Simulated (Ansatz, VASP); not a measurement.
## One calculation of SiSn3O8, two programs

The input INCAR:

```
SYSTEM = SiSn3O8
ALGO = Normal ; EDIFF = 1E-6
ENCUT = 600 ; GGA = PE
GGA_COMPAT = .FALSE. ; ISIF = 2
ISMEAR = 0 ; KPAR = 4
LASPH = .TRUE. ; LCHARG = .TRUE.
LORBIT = 11 ; LORBMOM = .TRUE.
LREAL = .FALSE. ; LSORBIT = .TRUE.
LVHAR = .TRUE. ; LWAVE = .FALSE.
MAGMOM = 0 0 0 0 0 0 0 0 0 0 0 0 0 0 0 0 0 0 0 0 0 0 0 0 0 0 0 0 0 0 0 0 0 0 0 0 ; NBANDS = 116
NELM = 200 ; PREC = Accurate
SIGMA = 0.01
```

KPOINTS

```
k-points
0
G
  6 6 4
  0 0 0
```

File POSCAR:

```
SiSn3O8
1.0
    3.2571296379     -3.2646450989      0.0000000000
    3.2571296379      3.2646450989      0.0000000000
    0.0000000000      0.0000000000      6.1545524067
Si Sn O
1 3 8
Direct
    0.5000000000      0.5000000000      0.0000000000
    0.0000000000      0.0000000000      0.7609588627
    0.5000000000      0.5000000000      0.5000000000
    0.0000000000      0.0000000000      0.2390411373
    0.2185138689      0.2185138689      0.0000000000
    0.7814861311      0.7814861311      0.0000000000
    0.6836606116      0.3163393884      0.7776603983
    0.3163393884      0.6836606116      0.7776603983
    0.1923248998      0.1923248998      0.5000000000
    0.8076751002      0.8076751002      0.5000000000
    0.6836606116      0.3163393884      0.2223396017
    0.3163393884      0.6836606116      0.2223396017
```

Input for Ansatz:

```yaml
crystal:
  lattice:
    - [3.2571296379, -3.2646450989, 0.0]
    - [3.2571296379, 3.2646450989, 0.0]
    - [0.0, 0.0, 6.1545524067]
  atoms:
    - { symbol: Si, position: [0.5, 0.5, 0.0] }
    - { symbol: Sn, position: [0.0, 0.0, 0.7609588627] }
    - { symbol: O, position: [0.2185138689, 0.2185138689, 0.0] }
    - { symbol: O, position: [0.7814861311, 0.7814861311, 0.0] }
    - { symbol: O, position: [0.6836606116, 0.3163393884, 0.7776603983] }
    - { symbol: O, position: [0.3163393884, 0.6836606116, 0.7776603983] }
    - { symbol: Sn, position: [0.5, 0.5, 0.5] }
    - { symbol: Sn, position: [0.0, 0.0, 0.2390411373] }
    - { symbol: O, position: [0.1923248998, 0.1923248998, 0.5] }
    - { symbol: O, position: [0.8076751002, 0.8076751002, 0.5] }
    - { symbol: O, position: [0.6836606116, 0.3163393884, 0.2223396017] }
    - { symbol: O, position: [0.3163393884, 0.6836606116, 0.2223396017] }
kpoints:
  mp_grid: { grid: [6, 6, 4] }
  band_path:
    path:
      - [0.0, 0.0, 0.0]
      - [-0.5, 0.5, 0.0]
      - [0.0, 0.0, 0.5]
      - [0.4988502869, 0.4988502869, 0.5]
      - [-0.4988502869, 0.5011497131, 0.5]
      - [0.0, 0.5, 0.0]
    npoints: 1
hamiltonian:
  xc: pbe
scf:
  occupations: { method: fixed }
  n_extra_bands: 14
magnetization:
  noncollinear: true
  spin_orbit: true
output:
  forces: true
  stress: true
  eigenvalues: true
```

Alike in both runs: task single point; functional PBE; k mesh 6 × 6 × 4; non-collinear spin, spin-orbit coupling.

|  | VASP | Ansatz |
| --- | --- | --- |
| version | VASP 6.6.1 | Ansatz 0.2.0 |
| potentials or method | VASP PAW PBE potentials, release 64 (Si, Sn_d, O) | plane waves, PAW |
| plane-wave cutoff (eV) | 600 | 420 |
| occupations | gaussian, width 0.01 eV | fixed |
| valence electrons in the cell | 94 | 94 |

```csv
,VASP,Ansatz,Ansatz less VASP
pressure (GPa),8.5,8.1,-0.38
rms of the force components (eV/Å),0.059,0.042,-0.0168
net moment per atom (μB),0.00,0.00,0.000
```
